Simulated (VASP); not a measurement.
# W7C8 (a cell with a defect) in VASP: relaxation of the atoms with PBE

Aim: the relaxation of the atoms of W7C8 (a cell with a defect) with PBE.

Program: VASP 6.6.1. These are calculated values, not measurements. Logs are shortened: lines on timing, memory, paths and dates and some standing lists are left out, and cuts for length are marked.

## (1) The cell of the first run

The cell holds a defect, 15 atoms: a = 5.863 Å, b = 5.863 Å, c = 5.690 Å, α = 90.00°, β = 90.00°, γ = 120.00°.

## (2) Relaxation of the atoms, PBE

Contents of INCAR:

```
SYSTEM = W7C8
PREC = Accurate ; ENCUT = 520
EDIFF = 1E-7 ; ISMEAR = -1
SIGMA = 0.5 ; LREAL = .FALSE.
LASPH = .TRUE. ; NELM = 120
ALGO = Normal ; ISIF = 2
LWAVE = .FALSE. ; LCHARG = .FALSE.
GGA = PE ; IBRION = 2
NSW = 90 ; EDIFFG = -0.02
GGA_COMPAT = .FALSE. ; NELMIN = 4
```

Contents of KPOINTS:

```
regular mesh
0
G
  4 4 3
  0 0 0
```

Contents of POSCAR:

```
W7C8
1.0
    5.8626610600      0.0000000000      0.0000000000
   -2.9313305300      5.0772134100      0.0000000000
    0.0000000000      0.0000000000      5.6902837200
W C
7 8
Direct
    0.0000000000      0.0000000000      0.0000000000
    0.0000000000      0.0000000000      0.5000000000
    0.0000000000      0.5000000000      0.0000000000
    0.0000000000      0.5000000000      0.5000000000
    0.5000000000      0.0000000000      0.0000000000
    0.5000000000      0.0000000000      0.5000000000
    0.5000000000      0.5000000000      0.0000000000
    0.3333333300      0.1666666700      0.2500000000
    0.3333333300      0.1666666700      0.7500000000
    0.3333333300      0.6666666700      0.2500000000
    0.3333333300      0.6666666700      0.7500000000
    0.8333333300      0.1666666700      0.2500000000
    0.8333333300      0.1666666700      0.7500000000
    0.8333333300      0.6666666700      0.2500000000
    0.8333333300      0.6666666700      0.7500000000
```

Potentials or basis: VASP PAW PBE potentials, release 64 (W_sv, C).

Launch:

```sh
$ cat potpaw_PBE.64/W_sv/POTCAR potpaw_PBE.64/C/POTCAR > POTCAR
$ mpirun -np 1 vasp_std > vasp.out
```

OUTCAR:

```text
SYSTEM = W7C8
   PREC = Accurate
   ENCUT = 520
   EDIFF = 1E-7
   ISMEAR = -1
   LREAL = .FALSE.
   LASPH = .TRUE.
   NELM = 120
   ISIF = 2
   GGA = PE
   IBRION = 2
   NSW = 90
   EDIFFG = -0.02
   NELMIN = 4

 ion  position               nearest neighbor table
   1  0.000  0.000  0.000-  14 2.21  15 2.21   8 2.21   9 2.21  12 2.21  13 2.21   2 2.85   2 2.85
                             7 2.93   3 2.93   3 2.93   7 2.93   5 2.93   5 2.93
   2  0.000  0.000  0.500-  14 2.21  15 2.21   8 2.21   9 2.21  12 2.21  13 2.21   1 2.85   1 2.85
                             4 2.93   4 2.93   6 2.93   6 2.93
   3  0.000  0.500  0.000-  12 2.21  13 2.21  10 2.21  11 2.21  14 2.21  15 2.21   4 2.85   4 2.85
                             5 2.93   1 2.93   1 2.93   5 2.93   7 2.93   7 2.93
   4  0.000  0.500  0.500-  12 2.21  13 2.21  10 2.21  11 2.21  14 2.21  15 2.21   3 2.85   3 2.85
                             6 2.93   2 2.93   2 2.93   6 2.93
   5  0.500  0.000  0.000-  10 2.21  11 2.21  12 2.21  13 2.21   8 2.21   9 2.21   6 2.85   6 2.85
                             7 2.93   3 2.93   7 2.93   3 2.93   1 2.93   1 2.93
   6  0.500  0.000  0.500-  10 2.21  11 2.21  12 2.21  13 2.21   8 2.21   9 2.21   5 2.85   5 2.85
                             4 2.93   4 2.93   2 2.93   2 2.93
   7  0.500  0.500  0.000-   8 2.21   9 2.21  14 2.21  15 2.21  10 2.21  11 2.21   1 2.93   5 2.93
                             5 2.93   1 2.93   3 2.93   3 2.93
   8  0.333  0.167  0.250-   7 2.21   2 2.21   1 2.21   6 2.21   5 2.21
   9  0.333  0.167  0.750-   7 2.21   2 2.21   1 2.21   6 2.21   5 2.21
  10  0.333  0.667  0.250-   5 2.21   6 2.21   3 2.21   4 2.21   7 2.21
  11  0.333  0.667  0.750-   5 2.21   6 2.21   3 2.21   4 2.21   7 2.21
  12  0.833  0.167  0.250-   3 2.21   4 2.21   5 2.21   6 2.21   1 2.21   2 2.21
  13  0.833  0.167  0.750-   3 2.21   4 2.21   5 2.21   6 2.21   1 2.21   2 2.21
  14  0.833  0.667  0.250-   1 2.21   2 2.21   7 2.21   4 2.21   3 2.21
  15  0.833  0.667  0.750-   1 2.21   2 2.21   7 2.21   4 2.21   3 2.21

  LATTYP: Found a hexagonal cell.
 ALAT       =     5.8626610600
 C/A-ratio  =     0.9705974236

  Lattice vectors:

 A1 = (   5.8626610600,   0.0000000000,   0.0000000000)
 A2 = (  -2.9313305300,   5.0772134100,   0.0000000000)
 A3 = (   0.0000000000,   0.0000000000,   5.6902837200)

Analysis of symmetry for initial positions (statically):
=====================================================================
 Subroutine PRICEL returns:
 Original cell was already a primitive cell.

 Routine SETGRP: Setting up the symmetry group for a
 hexagonal supercell.

 Subroutine GETGRP returns: Found 12 space group operations
 (whereof  4 operations were pure point group operations)
 out of a pool of 24 trial point group operations.

The static configuration has the point symmetry C_2v.
 The point group associated with its full space group is D_3h.

Analysis of symmetry for dynamics (positions and initial velocities):
=====================================================================
 Subroutine PRICEL returns:
 Original cell was already a primitive cell.

 Routine SETGRP: Setting up the symmetry group for a
 hexagonal supercell.

 Subroutine GETGRP returns: Found 12 space group operations
 (whereof  4 operations were pure point group operations)
 out of a pool of 24 trial point group operations.

The dynamic configuration has the point symmetry C_2v.
 The point group associated with its full space group is D_3h.

 Subroutine INISYM returns: Found 12 space group operations
 (whereof  4 operations are pure point group operations),
 and found     1 'primitive' translations

----------------------------------------------------------------------------------------

                                     Primitive cell

  volume of cell :     169.3769

  direct lattice vectors                    reciprocal lattice vectors
     5.862661060  0.000000000  0.000000000     0.170571007  0.098479217  0.000000000
    -2.931330530  5.077213410  0.000000000     0.000000000  0.196958434  0.000000000
     0.000000000  0.000000000  5.690283720     0.000000000  0.000000000  0.175738162

  length of vectors
     5.862661060  5.862661058  5.690283720     0.196958433  0.196958434  0.175738162

  position of ions in fractional coordinates (direct lattice)
     0.000000000  0.000000000  0.000000000
     0.000000000  0.000000000  0.500000000
     0.000000000  0.500000000  0.000000000
     0.000000000  0.500000000  0.500000000
     0.500000000  0.000000000  0.000000000
[... 37 lines left out ...]
 Generating k-lattice:

  Cartesian coordinates                     Fractional coordinates (reciprocal lattice)
     0.042642752  0.024619804  0.000000000     0.250000000  0.000000000  0.000000000
     0.000000000  0.049239608  0.000000000     0.000000000  0.250000000  0.000000000
     0.000000000  0.000000000  0.058579387     0.000000000  0.000000000  0.333333333

  Length of vectors
     0.049239608  0.049239608  0.058579387

  Shift w.r.t. Gamma in fractional coordinates (k-lattice)
     0.000000000  0.000000000  0.000000000

 Subroutine IBZKPT returns following result:
 ===========================================

 Found      8 irreducible k-points:

 Following reciprocal coordinates:
            Coordinates               Weight
  0.000000  0.000000  0.000000      1.000000
  0.250000  0.000000  0.000000      6.000000
  0.500000  0.000000  0.000000      3.000000
  0.250000  0.250000  0.000000      6.000000
  0.000000  0.000000  0.333333      2.000000
  0.250000  0.000000  0.333333     12.000000
  0.500000  0.000000  0.333333      6.000000
  0.250000  0.250000  0.333333     12.000000
   k-points           NKPTS =      8   k-points in BZ     NKDIM =      8   number of bands    NBANDS=     78
   number of dos      NEDOS =    301   number of ions     NIONS =     15
   total plane-waves  NPLWV =  96768
   dimension x,y,z NGX =    48 NGY =   48 NGZ =   42
   dimension x,y,z NGXF=    96 NGYF=   96 NGZF=   84
   ions per type =               7   8
   NGX,Y,Z   is equivalent  to a cutoff of  13.61, 13.61, 12.27 a.u.
   NGXF,Y,Z  is equivalent  to a cutoff of  27.22, 27.22, 24.54 a.u.
 SYSTEM =  W7C8
   PREC   = accura    normal or accurate (medium, high low for compatibility)
   ISTART =      0    job   : 0-new  1-cont  2-samecut
   ICHARG =      2    charge: 1-file 2-atom 10-const
   ISPIN  =      1    spin polarized calculation?
   LNONCOLLINEAR =      F non collinear calculations
   LSORBIT =      F    spin-orbit coupling
   LASPH  =      T    aspherical Exc in radial PAW
   ENCUT  =  520.0 eV  38.22 Ry    6.18 a.u.  10.90 10.90 10.58*2*pi/ulx,y,z
   NELM   =    120;   NELMIN=  4; NELMDL= -5     # of ELM steps
   EDIFF  = 0.1E-06   stopping-criterion for ELM
   LREAL  =      F    real-space projection
   EDIFFG = -.2E-01   stopping-criterion for IOM
   NSW    =     90    number of steps for IOM
   IBRION =      2    ionic relax: 0-MD 1-quasi-New 2-CG
   NFREE  =      1    steps in history (QN), initial steepest desc. (CG)
   ISIF   =      2    stress and relaxation
   ISYM   =      2    0-nonsym 1-usesym 2-fastsym
   POTIM  = 0.5000    time-step for ionic-motion
   TEBEG  =    0.0;   TEEND  =   0.0 temperature during run
   PSTRESS=    0.0 pullay stress
   NELECT =     130.0000    total number of electrons
   NUPDOWN=      -1.0000    fix difference up-down
   EMIN   =  10.00;   EMAX   =-10.00  energy-range for DOS
   EFERMI =   0.00;   METHOD = LEGACY
   ISMEAR =    -1;   SIGMA  =   0.50  broadening in eV -4-tet -1-fermi 0-gaus
   EFERMI_NEDOS =   21; number of points for ismear=-14 and -15
   IALGO  =     38    algorithm
   IMIX   =      4    mixing-type and parameters
     AMIX     =   0.40;   BMIX     =  1.00
     AMIX_MAG =   1.60;   BMIX_MAG =  1.00
  volume/ion in A,a.u.               =      11.29        76.20
  Fermi-wavevector in a.u.,A,eV,Ry     =   1.498895  2.832501 30.568026  2.246687
  Thomas-Fermi vector in A             =   2.610595
   LORBIT       =      0    0 simple, 1 ext, 2 COOP (PROOUT), +10 PAW based schemes
   GGA     = PE    functional components
   LHFCALC =     F    Hartree Fock is set to
   AEXX    =    0.0000 exact exchange contribution
   IVDW    =     0    specifies the selected vdW correction
   LEPSILON=     F    determine dielectric tensor
   LRPA    =     F    only Hartree local field effects (RPA)
 conjugate gradient relaxation of ions
 non-spin polarized calculation
  energy-cutoff  :      520.00
  volume of cell :      169.38
 maximum number of plane-waves:      4584
 NGX is ok and might be reduce to    48
   NGX = 21   NGY = 21   NGZ = 21

--------------------------------------- Ionic step        1  -------------------------------------------

 number of electron     130.0000025 magnetization

 Free energy of the ion-electron system (eV)
  ---------------------------------------------------
  ext. energy  EPLUGINS =         0.00000000
  ---------------------------------------------------
  free energy    TOTEN  =      -162.36074341 eV

  energy without entropy =     -157.46141525  energy(sigma->0) =     -159.91107933

------------------------ aborting loop because EDIFF is reached ----------------------------------------

  FORCE on cell =-STRESS in cart. coord.  units (eV):
  Direction    XX          YY          ZZ          XY          YZ          ZX
  --------------------------------------------------------------------------------------
  -------------------------------------------------------------------------------------
  Total       -3.7599642     -3.7599642    -10.4883572      0.0000000      0.0000000      0.0000000
  in kB      -35.5664207    -35.5664207    -99.2119363      0.0000000      0.0000000      0.0000000
  external PRESSURE =     -56.7815926 kB  Pullay stress =       0.0000000 kB
[... 281 lines left out ...]
--------------------------------------- Ionic step        7  -------------------------------------------

 number of electron     130.0000011 magnetization

 Free energy of the ion-electron system (eV)
  ---------------------------------------------------
  ext. energy  EPLUGINS =         0.00000000
  ---------------------------------------------------
  free energy    TOTEN  =      -162.72977459 eV

  energy without entropy =     -158.09747028  energy(sigma->0) =     -160.41362244

 E-fermi :   9.4451     XC(G=0): -12.9873

 val. band max:        9.4049736750   @ k =   0.2500   0.0000   0.3333
 cond. band min:       9.4895165909   @ k =   0.5000   0.0000   0.3333
 fundamental gap:      0.0845429159
 Fermi energy:         9.4450689614

 k-point     1 :       0.0000    0.0000    0.0000
  band No.  band energies     occupation
      1     -64.8845      2.00000
      2     -64.8441      2.00000
      3     -64.8441      2.00000
      4     -64.6350      2.00000
      5     -64.5939      2.00000
      6     -64.5939      2.00000
[... 629 lines left out ...]
     76      13.1347      0.00125
     77      13.1937      0.00111
 [bands above 77 left out]

------------------------ aborting loop because EDIFF is reached ----------------------------------------

  FORCE on cell =-STRESS in cart. coord.  units (eV):
  Direction    XX          YY          ZZ          XY          YZ          ZX
  --------------------------------------------------------------------------------------
  -------------------------------------------------------------------------------------
  Total       -0.9039201     -0.9039201     -7.3707231     -0.0000000     -0.0000000      0.0000000
  in kB       -8.5504018     -8.5504018    -69.7214725     -0.0000000     -0.0000000      0.0000000
  external PRESSURE =     -28.9407587 kB  Pullay stress =       0.0000000 kB
[... 30 lines left out ...]
  FREE ENERGIE OF THE ION-ELECTRON SYSTEM (eV)
  ---------------------------------------------------
  free  energy   TOTEN  =      -162.7297745922 eV

  energy  without entropy=     -158.0974702823  energy(sigma->0) =     -160.41362244

 reached required accuracy - stopping structural energy minimisation
```

Run time: 23 min. Hardware: 1 thread of Intel Xeon 8259CL, shared host; peak memory 0.35 GiB.

Results:

- Free energy: -162.7298 eV
- Energy gained by relaxing: 24.6 meV/atom
- Ionic steps: 7
- Pressure after relaxing: -2.9 GPa
- Largest force after relaxing: 0.009 eV/Å
- Band gap on the k mesh: zero (bands 65 and 66 overlap by 0.64 eV)

Forces in eV/Å, atoms in the order of the input:
```
W    0.001 -0.001  0.000
W   -0.001  0.000  0.000
W    0.000  0.002  0.000
W    0.000 -0.001  0.000
W   -0.001 -0.001  0.000
W    0.001  0.000  0.000
W    0.000  0.000  0.000
C    0.000 -0.001  0.005
C    0.000 -0.001 -0.005
C   -0.001  0.001  0.005
C   -0.001  0.001 -0.005
C    0.000  0.000  0.009
C    0.000  0.000 -0.009
C    0.001  0.001  0.005
C    0.001  0.001 -0.005
```

The path:
```tsv
step	energy change (eV)	largest force (eV/Å)	pressure (GPa)
1	0.0000	1.0632	-5.68
2	-0.2803	0.9423	-3.45
3	-0.2834	0.7771	-3.75
4	-0.3681	0.0868	-2.81
5	-0.3681	0.1001	-2.83
6	-0.3687	0.0664	-2.93
7	-0.3690	0.0088	-2.89
```

Final structure:
```cif
data_structure
_symmetry_space_group_name_H-M 'P 1'
_symmetry_Int_Tables_number 1
_cell_length_a 5.8627
_cell_length_b 5.8627
_cell_length_c 5.6903
_cell_angle_alpha 90.000
_cell_angle_beta 90.000
_cell_angle_gamma 120.000
_cell_volume 169.38
loop_
_atom_site_label
_atom_site_type_symbol
_atom_site_fract_x
_atom_site_fract_y
_atom_site_fract_z
_atom_site_occupancy
W1 W 0.00054 0.99946 0.00000 1
W2 W 0.00432 0.99568 0.50000 1
W3 W 0.00054 0.50108 0.00000 1
W4 W 0.00432 0.50864 0.50000 1
W5 W 0.49892 0.99946 0.00000 1
W6 W 0.49136 0.99568 0.50000 1
W7 W 0.50000 0.50000 0.00000 1
C1 C 0.32753 0.15505 0.24147 1
C2 C 0.32753 0.15505 0.75853 1
C3 C 0.32753 0.67247 0.24147 1
C4 C 0.32753 0.67247 0.75853 1
C5 C 0.83333 0.16667 0.26102 1
C6 C 0.83333 0.16667 0.73898 1
C7 C 0.84495 0.67247 0.24147 1
C8 C 0.84495 0.67247 0.75853 1
```

Caveat: the k points lie up to 0.37 Å⁻¹ apart, too coarse for converged energies and pressures of a metal; so wide a smearing shifts energies and pressures; spin-orbit coupling is left out, which moves the levels of the heavy elements.
